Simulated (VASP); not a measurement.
LaRe:

```xyz
2
Lattice="3.5836 0.0000 0.0000 0.0000 3.5836 0.0000 0.0000 0.0000 3.5836" Properties=species:S:1:pos:R:3 pbc="T T T"
La    0.0000    0.0000    0.0000
Re    1.7918    1.7918    1.7918
```

Base run:

```yaml
Program: VASP 6.6.1
Functional: PBE
Potentials_or_basis: VASP PAW PBE potentials, release 64 (La, Re)
Cutoff: 520 eV
k_mesh: 10 × 10 × 10
Occupations: gaussian, width 0.05 eV
Spin: no spin polarisation
```

Its results: band gap on the k mesh zero (bands 9 and 10 overlap by 1.99 eV); pressure -0.1 GPa.

**Question.** After a change of settings the same cell gave: band gap on the k mesh zero (bands 9 and 10 overlap by 1.97 eV); pressure -5.0 GPa. Which change was it?
A. occupations from gaussian, width 0.05 eV to methfessel-paxton, width 0.1 eV; further incar settings from ALGO = Normal; EDIFF = 1e-06; NBANDS = 16 to ALGO = Normal; EDIFF = 1e-07; NBANDS = 16
B. occupations from gaussian, width 0.05 eV to fermi-dirac, width 0.025 eV
C. functional from PBE to PBEsol; further incar settings from ALGO = Normal; EDIFF = 1e-06; NBANDS = 16 to ALGO = Fast; EDIFF = 1e-06; NBANDS = 16

**Answer.** C.

Caveats: spin-orbit coupling is left out, which moves the levels of the heavy elements; the cell stands under tension (at least some runs); the PAW data sets were made with another functional, which shifts forces and pressure a little (at least some runs).
